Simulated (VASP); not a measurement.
# ZnS (Cc) in VASP: single point with PBE

Aim: the single point of ZnS with PBE.

All numbers are computed with VASP 6.6.1; they aren't measurements. Logs are shortened: lines on timing, memory, paths and dates and some standing lists are left out, and cuts for length are marked.

**1. The cell of the first run**

It takes space group Cc (No. 9, monoclinic). Conventional cell: a = 3.811 Å, b = 6.601 Å, c = 6.234 Å, α = 90.00°, β = 90.00°, γ = 90.00°. Within 2.9 Å of Zn (site symmetry 1) lie 4 S at 2.16 to 2.47 Å. S (site symmetry 1) has 4 Zn at 2.16 to 2.47 Å within 2.9 Å.

**2. Single point, PBE (all Zn atoms moved +0.188 Å, as atom 1 along Cartesian [1 0 0])**

Contents of INCAR:

```
  PREC = Accurate
  ENCUT = 520
  EDIFF = 1E-7
  ISMEAR = 0
  SIGMA = 0.05
  LREAL = F
  LASPH = T
  NELM = 80
  ALGO = Normal
  ISIF = 2
  LWAVE = F
  LCHARG = F
  GGA = PE
  NBANDS = 26
```

Contents of KPOINTS:

```
Automatic mesh
0
Gamma
  12 12 6
```

Contents of POSCAR:

```
ZnS
1.0
    3.8109987816      0.0000000000      0.0000000000
   -1.9054993908      3.3004217586      0.0000000000
    0.0000000000      0.0000000000      6.2340000000
Zn S
2 2
Direct
    0.3825330342      0.6666666667      0.0000000000
    0.7158663675      0.3333333333      0.5000000000
    0.3333333333      0.6666666667      0.3850000000
    0.6666666667      0.3333333333      0.8850000000
```

Potentials or basis: VASP PAW PBE potentials, release 64 (Zn, S).

Run with:

```console
> cat potpaw_PBE.64/Zn/POTCAR potpaw_PBE.64/S/POTCAR > POTCAR
> mpirun -np 1 vasp_std > vasp.out
```

OUTCAR:

```text
PREC = Accurate
   ENCUT = 520
   EDIFF = 1E-7
   ISMEAR = 0
   LREAL = F
   LASPH = T
   NELM = 80
   ISIF = 2
   GGA = PE

 ion  position               nearest neighbor table
   1  0.383  0.667  0.000-   4 2.16   4 2.32   3 2.41   4 2.47
   2  0.716  0.333  0.500-   3 2.16   3 2.32   4 2.41   3 2.47
   3  0.333  0.667  0.385-   2 2.16   2 2.32   1 2.41   2 2.47
   4  0.667  0.333  0.885-   1 2.16   1 2.32   2 2.41   1 2.47

  LATTYP: Found a hexagonal cell.
 ALAT       =     3.8109987816
 C/A-ratio  =     1.6357916539

  Lattice vectors:

 A1 = (   3.8109987816,   0.0000000000,   0.0000000000)
 A2 = (  -1.9054993908,   3.3004217586,   0.0000000000)
 A3 = (   0.0000000000,   0.0000000000,   6.2340000000)

Analysis of symmetry for initial positions (statically):
=====================================================================
 Subroutine PRICEL returns:
 Original cell was already a primitive cell.

 Routine SETGRP: Setting up the symmetry group for a
 hexagonal supercell.

 Subroutine GETGRP returns: Found  2 space group operations
 (whereof  1 operations were pure point group operations)
 out of a pool of 24 trial point group operations.

The static configuration has the point symmetry C_1 .
 The point group associated with its full space group is C_1h.

Analysis of symmetry for dynamics (positions and initial velocities):
=====================================================================
 Subroutine PRICEL returns:
 Original cell was already a primitive cell.

 Routine SETGRP: Setting up the symmetry group for a
 hexagonal supercell.

 Subroutine GETGRP returns: Found  2 space group operations
 (whereof  1 operations were pure point group operations)
 out of a pool of 24 trial point group operations.

The dynamic configuration has the point symmetry C_1 .
 The point group associated with its full space group is C_1h.

 Subroutine INISYM returns: Found  2 space group operations
 (whereof  1 operations are pure point group operations),
 and found     1 'primitive' translations

----------------------------------------------------------------------------------------

                                     Primitive cell

  volume of cell :      78.4106

  direct lattice vectors                    reciprocal lattice vectors
     3.810998782  0.000000000  0.000000000     0.262398405  0.151495789  0.000000000
    -1.905499391  3.300421759  0.000000000     0.000000000  0.302991579  0.000000000
     0.000000000  0.000000000  6.234000000     0.000000000  0.000000000  0.160410651

  length of vectors
     3.810998782  3.810998782  6.234000000     0.302991579  0.302991579  0.160410651

  position of ions in fractional coordinates (direct lattice)
     0.382533034  0.666666667  0.000000000
     0.715866367  0.333333333  0.500000000
     0.333333333  0.666666667  0.385000000
     0.666666667  0.333333333  0.885000000

  ion indices of the primitive-cell ions
   primitive index   ion index
                 1           1
                 2           2
                 3           3
                 4           4

----------------------------------------------------------------------------------------

 KPOINTS: Automatic mesh

Automatic generation of k-mesh.
 Grid dimensions read from file:
 generate k-points for:   12   12    6

 Generating k-lattice:

  Cartesian coordinates                     Fractional coordinates (reciprocal lattice)
     0.021866534  0.012624649  0.000000000     0.083333333  0.000000000  0.000000000
     0.000000000  0.025249298  0.000000000     0.000000000  0.083333333  0.000000000
     0.000000000  0.000000000  0.026735109     0.000000000  0.000000000  0.166666667

  Length of vectors
     0.025249298  0.025249298  0.026735109

  Shift w.r.t. Gamma in fractional coordinates (k-lattice)
     0.000000000  0.000000000  0.000000000

 Subroutine IBZKPT returns following result:
 ===========================================

 Found    242 irreducible k-points:

 Following reciprocal coordinates:
            Coordinates               Weight
  0.000000  0.000000  0.000000      1.000000
  0.083333  0.000000  0.000000      4.000000
  0.000000  0.083333  0.000000      2.000000
  0.166667  0.000000  0.000000      4.000000
  0.000000  0.166667  0.000000      2.000000
  0.250000 -0.000000  0.000000      4.000000
[... 16 lines left out ...]
 -0.083333  0.416667  0.000000      4.000000
 -0.416667  0.333333  0.000000      4.000000
 [... further k-points ...]
   k-points           NKPTS =    242   k-points in BZ     NKDIM =    242   number of bands    NBANDS=     26
   number of dos      NEDOS =    301   number of ions     NIONS =      4
   total plane-waves  NPLWV =  37632
   dimension x,y,z NGX =    28 NGY =   28 NGZ =   48
   dimension x,y,z NGXF=    56 NGYF=   56 NGZF=   96
   ions per type =               2   2
   NGX,Y,Z   is equivalent  to a cutoff of  12.21, 12.21, 12.80 a.u.
   NGXF,Y,Z  is equivalent  to a cutoff of  24.43, 24.43, 25.60 a.u.
 SYSTEM =  unknown system
   PREC   = accura    normal or accurate (medium, high low for compatibility)
   ISTART =      0    job   : 0-new  1-cont  2-samecut
   ICHARG =      2    charge: 1-file 2-atom 10-const
   ISPIN  =      1    spin polarized calculation?
   LNONCOLLINEAR =      F non collinear calculations
   LSORBIT =      F    spin-orbit coupling
   LASPH  =      T    aspherical Exc in radial PAW
   ENCUT  =  520.0 eV  38.22 Ry    6.18 a.u.   7.09  7.09 11.59*2*pi/ulx,y,z
   NELM   =     80;   NELMIN=  2; NELMDL= -5     # of ELM steps
   EDIFF  = 0.1E-06   stopping-criterion for ELM
   LREAL  =      F    real-space projection
   EDIFFG = 0.1E-05   stopping-criterion for IOM
   NSW    =      0    number of steps for IOM
   IBRION =     -1    ionic relax: 0-MD 1-quasi-New 2-CG
   NFREE  =      0    steps in history (QN), initial steepest desc. (CG)
   ISIF   =      2    stress and relaxation
   ISYM   =      2    0-nonsym 1-usesym 2-fastsym
   POTIM  = 0.5000    time-step for ionic-motion
   TEBEG  =    0.0;   TEEND  =   0.0 temperature during run
   PSTRESS=    0.0 pullay stress
   NELECT =      36.0000    total number of electrons
   NUPDOWN=      -1.0000    fix difference up-down
   EMIN   =  10.00;   EMAX   =-10.00  energy-range for DOS
   EFERMI =   0.00;   METHOD = LEGACY
   ISMEAR =     0;   SIGMA  =   0.05  broadening in eV -4-tet -1-fermi 0-gaus
   EFERMI_NEDOS =   21; number of points for ismear=-14 and -15
   IALGO  =     38    algorithm
   IMIX   =      4    mixing-type and parameters
     AMIX     =   0.40;   BMIX     =  1.00
     AMIX_MAG =   1.60;   BMIX_MAG =  1.00
  volume/ion in A,a.u.               =      19.60       132.29
  Fermi-wavevector in a.u.,A,eV,Ry     =   1.262944  2.386617 21.701656  1.595027
  Thomas-Fermi vector in A             =   2.396326
   LORBIT       =      0    0 simple, 1 ext, 2 COOP (PROOUT), +10 PAW based schemes
   GGA     = PE    functional components
   LHFCALC =     F    Hartree Fock is set to
   AEXX    =    0.0000 exact exchange contribution
   IVDW    =     0    specifies the selected vdW correction
   LEPSILON=     F    determine dielectric tensor
   LRPA    =     F    only Hartree local field effects (RPA)
 non-spin polarized calculation
 Gauss-broadening in eV      SIGMA  =   0.05
  energy-cutoff  :      520.00
  volume of cell :       78.41
 maximum number of plane-waves:      2133
   NGX = 15   NGY = 15   NGZ = 23

 number of electron      35.9999984 magnetization

 Free energy of the ion-electron system (eV)
  ---------------------------------------------------
  ext. energy  EPLUGINS =         0.00000000
  ---------------------------------------------------
  free energy    TOTEN  =       -13.40436268 eV

  energy without entropy =      -13.40436268  energy(sigma->0) =      -13.40436268

 E-fermi :   2.5076     XC(G=0):  -9.6502

 val. band max:        2.2335730211   @ k =   0.0000   0.0000   0.0000
 cond. band min:       4.4303055322   @ k =   0.0000   0.0000   0.0000
 fundamental gap:      2.1967325111
 Fermi energy:         2.5075760240

 k-point     1 :       0.0000    0.0000    0.0000
  band No.  band energies     occupation
      1     -11.0691      2.00000
      2     -10.1542      2.00000
      3      -4.3631      2.00000
      4      -4.3446      2.00000
      5      -4.2166      2.00000
      6      -4.1778      2.00000
[... 18 lines left out ...]
     25       9.9579      0.00000
     26      11.4304      0.00000

 k-point     2 :       0.0833    0.0000    0.0000
  band No.  band energies     occupation
      1     -11.0215      2.00000
      2     -10.1266      2.00000
      3      -4.3618      2.00000
      4      -4.3386      2.00000
      5      -4.2092      2.00000
      6      -4.1677      2.00000
[... 18 lines left out ...]
     25      10.1296      0.00000
     26      11.1134      0.00000

 k-point     3 :       0.0000    0.0833    0.0000
  band No.  band energies     occupation
      1     -11.0212      2.00000
      2     -10.1259      2.00000
      3      -4.3581      2.00000
      4      -4.3445      2.00000
      5      -4.2043      2.00000
      6      -4.1648      2.00000
[... 18 lines left out ...]
     25      10.1623      0.00000
     26      11.1163      0.00000

 k-point     4 :       0.1667    0.0000    0.0000
  band No.  band energies     occupation
      1     -10.8851      2.00000
      2     -10.0515      2.00000
      3      -4.3578      2.00000
      4      -4.3176      2.00000
      5      -4.1985      2.00000
      6      -4.1330      2.00000
[... 18 lines left out ...]
     25      10.4126      0.00000
     26      10.7068      0.00000
[... 496 lines left out ...]
      1     -10.3088      2.00000
      2      -9.8301      2.00000
      3      -4.2817      2.00000
      4      -4.2064      2.00000
      5      -4.1527      2.00000
      6      -3.9965      2.00000
[... 18 lines left out ...]
     25      11.0881      0.00000
     26      12.0206      0.00000

 k-point    23 :      -0.0833    0.4167    0.0000
  band No.  band energies     occupation
      1     -10.3057      2.00000
      2      -9.8215      2.00000
      3      -4.2981      2.00000
      4      -4.1966      2.00000
      5      -4.1315      2.00000
      6      -4.0347      2.00000
[... 18 lines left out ...]
     25      11.0241      0.00000
     26      11.9480      0.00000

 k-point    24 :      -0.4167    0.3333    0.0000
  band No.  band energies     occupation
      1     -10.3085      2.00000
      2      -9.8337      2.00000
      3      -4.2729      2.00000
      4      -4.2328      2.00000
      5      -4.1458      2.00000
      6      -4.0115      2.00000
[... 18 lines left out ...]
     25      11.1220      0.00000
     26      11.8671      0.00000

 [... further k-points ...]
[... 5 lines left out ...]
  --------------------------------------------------------------------------------------
  -------------------------------------------------------------------------------------
  Total        2.9321903      2.0760741      0.7292943      0.0000000      0.0000000     -1.5314646
  in kB       59.9139122     42.4207538     14.9017878      0.0000000      0.0000000    -31.2926613
  external PRESSURE =      39.0788179 kB  Pullay stress =       0.0000000 kB

 VOLUME and BASIS-vectors are now :
 -----------------------------------------------------------------------------
  energy-cutoff  :      520.00
  volume of cell :       78.41
      direct lattice vectors                 reciprocal lattice vectors
     3.810998782  0.000000000  0.000000000     0.262398405  0.151495789  0.000000000
    -1.905499391  3.300421759  0.000000000     0.000000000  0.302991579  0.000000000
     0.000000000  0.000000000  6.234000000     0.000000000  0.000000000  0.160410651

 POSITION                                       TOTAL-FORCE (eV/Angst)
 -----------------------------------------------------------------------------------
      0.18750      2.20028      0.00000        -1.367386      0.380981      0.558619
      2.09300      1.10014      3.11700        -1.367386     -0.380981      0.558619
     -0.00000      2.20028      2.40009         1.367386      0.404303     -0.558619
      1.90550      1.10014      5.51709         1.367386     -0.404303     -0.558619
 -----------------------------------------------------------------------------------
    total drift:                               -0.000670      0.000009      0.000266

  FREE ENERGIE OF THE ION-ELECTRON SYSTEM (eV)
  ---------------------------------------------------
  free  energy   TOTEN  =       -13.4043626803 eV

  energy  without entropy=      -13.4043626803  energy(sigma->0) =      -13.40436268
```

It took 11 min on 1 thread of Oxide Virtual Turin-like, shared host; peak memory 0.46 GiB.

What came out:

| Item | Value |
| --- | --- |
| Free energy | -13.4044 eV |
| Pressure | 3.9 GPa |
| Largest force | 1.531 eV/Å |
| Band gap on the k mesh | 2.20 eV |

Forces on the atoms (eV/Å):
```
Zn  -1.367  0.381  0.559
Zn  -1.367 -0.381  0.559
S    1.367  0.404 -0.559
S    1.367 -0.404 -0.559
```

Caveat: the cell differs from its parent crystal (all Zn atoms moved +0.188 Å, as atom 1 along Cartesian [1 0 0]); the cell stands under pressure; forces of over 1 eV/Å act on the atoms, so gaps and moduli don't describe the material at rest. A k mesh can miss the band edges.
